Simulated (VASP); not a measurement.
A run of VASP 6.6.1 is set up as follows.

Contents of INCAR:

```
PREC = Accurate ; ENCUT = 520
EDIFF = 1E-6 ; ISMEAR = -1
SIGMA = 0.05 ; LREAL = F
LASPH = T ; NELM = 60
ALGO = Fast ; ISIF = 2
LWAVE = F ; LCHARG = T
GGA = PE ; LELF = T
LVHAR = T ; NBANDS = 28
```

Contents of KPOINTS:

```
regular mesh
0
Gamma
  8 8 8
```

File POSCAR:

```
NaY3
1.0
   -2.4356200000      2.4356200000      5.5029140000
    2.4356200000     -2.4356200000      5.5029140000
    2.4356200000      2.4356200000     -5.5029140000
Y Na
3 1
Direct
    0.5000000000      0.5000000000      0.0000000000
    0.2500000000      0.7500000000      0.5000000000
    0.7500000000      0.2500000000      0.5000000000
    0.0000000000      0.0000000000      0.0000000000
```

Potentials or basis: VASP PAW PBE potentials, release 64 (Y_sv, Na_pv).

Command:

```sh
$ cat potpaw_PBE.64/Y_sv/POTCAR potpaw_PBE.64/Na_pv/POTCAR > POTCAR
$ mpirun -np 1 vasp_std > vasp.out
```

Problem. What does it give for the band gap on the k mesh?

Solution. Zero (bands 20 and 21 overlap by 0.54 eV).

Problem. What does it give for the pressure?

Solution. -0.2 GPa.

Stress tensor (GPa, compression positive):
```
-0.03  0.00  0.00
 0.00 -0.03  0.00
 0.00  0.00 -0.50
```
